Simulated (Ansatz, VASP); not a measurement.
**BiAs: VASP beside Ansatz**

The input INCAR:

```
ALGO = Normal ; EDIFF = 1E-7
EDIFFG = -0.005 ; ENCUT = 600
GGA = PE ; IBRION = 2
ISIF = 3 ; ISMEAR = -1
LASPH = True ; LCHARG = False
LREAL = False ; LWAVE = False
NELM = 80 ; NSW = 100
PREC = Accurate ; SIGMA = 0.03
```

The input KPOINTS:

```
k-points
0
Gamma
  11 11 11
```

Contents of POSCAR:

```
BiAs
1.0
    0.0000000000      2.8077865456      2.8077865456
    2.8077865456      0.0000000000      2.8077865456
    2.8077865456      2.8077865456      0.0000000000
As Bi
1 1
Direct
    0.0000000000      0.0000000000      0.0000000000
    0.5000000000      0.5000000000      0.5000000000
```

Input for Ansatz:

```yaml
crystal:
  lattice:
    - [0.0, 2.8077865456, 2.8077865456]
    - [2.8077865456, 0.0, 2.8077865456]
    - [2.8077865456, 2.8077865456, 0.0]
  atoms:
    - { symbol: As, position: [0.0, 0.0, 0.0] }
    - { symbol: Bi, position: [0.5, 0.5, 0.5] }
kpoints:
  mp_grid: { grid: [11, 11, 11] }
scf:
  occupations: { method: fermi_dirac, width: 0.03 }
hamiltonian:
  xc: pbe
  pseudopotentials: { kind: paw }
output:
  forces: true
  stress: true
relax:
  f_tol: 0.005
  max_steps: 80
  cell: {}
```

Alike in both runs: task relaxation of cell and atoms; functional PBE; k mesh 11 × 11 × 11; occupations fermi-dirac, width 0.03 eV; no spin polarisation.

|  | VASP | Ansatz |
| --- | --- | --- |
| version | VASP 6.6.1 | Ansatz 0.2.0 |
| potentials or method | VASP PAW PBE potentials, release 64 (As, Bi_d) | PAW with Ansatz's default frozen-core files, scalar-relativistic |
| plane-wave cutoff (eV) | 600 | 420 |
| valence electrons in the cell | 20 | 30 |

|  | VASP | Ansatz | Ansatz less VASP |
| --- | --- | --- | --- |
| relaxed volume (Å³/atom) | 27.45 | 27.45 | +0.002 |
| relaxed cell length with the largest relative difference (Å) | 4.266 | 4.266 | +0.0001 |

VASP's potentials hold 20 valence electrons a cell and Ansatz's 30, so a difference there can come from the potentials and not from the codes.

Neither program's run includes spin-orbit coupling. Noted on VASP's run: the volume moved by over 15 % at a fixed basis, so the end points are rough.
